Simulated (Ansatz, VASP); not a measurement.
One calculation of Ge, two programs

```
CELL_PARAMETERS angstrom
4.07365 0.00000 0.00000
-2.03683 3.52789 0.00000
0.00000 0.00000 19.96741
ATOMIC_POSITIONS crystal
Ge 0.00000 0.00000 0.60418
Ge 0.00000 0.00000 0.27049
Ge 0.66667 0.33333 0.43741
Ge 0.66667 0.33333 0.77104
Ge 0.66667 0.33333 0.10446
Ge 0.33333 0.66667 0.93709
Ge 0.00000 0.00000 0.39582
Ge 0.00000 0.00000 0.72951
Ge 0.66667 0.33333 0.22896
Ge 0.66667 0.33333 0.56259
Ge 0.66667 0.33333 0.89554
Ge 0.33333 0.66667 0.06291
```

Alike in both runs: functional PBE; k mesh 6 × 6 × 1; occupations gaussian, width 0.1 eV; no spin polarisation.

Ansatz relaxed the structure, and its values are those at the end. VASP's run is a single point on that final structure, the one shown.

|  | VASP | Ansatz |
| --- | --- | --- |
| version | VASP 6.6.1 | Ansatz 0.2.0 |
| potentials or method | VASP PAW PBE potentials, release 64 (Ge_d), cutoff 520 eV | scalar-relativistic, plane waves, PAW |
| valence electrons in the cell | 168 | 168 |

|  | VASP | Ansatz | Ansatz less VASP |
| --- | --- | --- | --- |
| gap on the k mesh at the Fermi level (eV) | 0.12 | 0.12 | 0.000 |
| least direct gap on the mesh (eV) | 0.12 | 0.12 | 0.000 |
| pressure (GPa) | 0.0 | 0.1 | +0.04 |
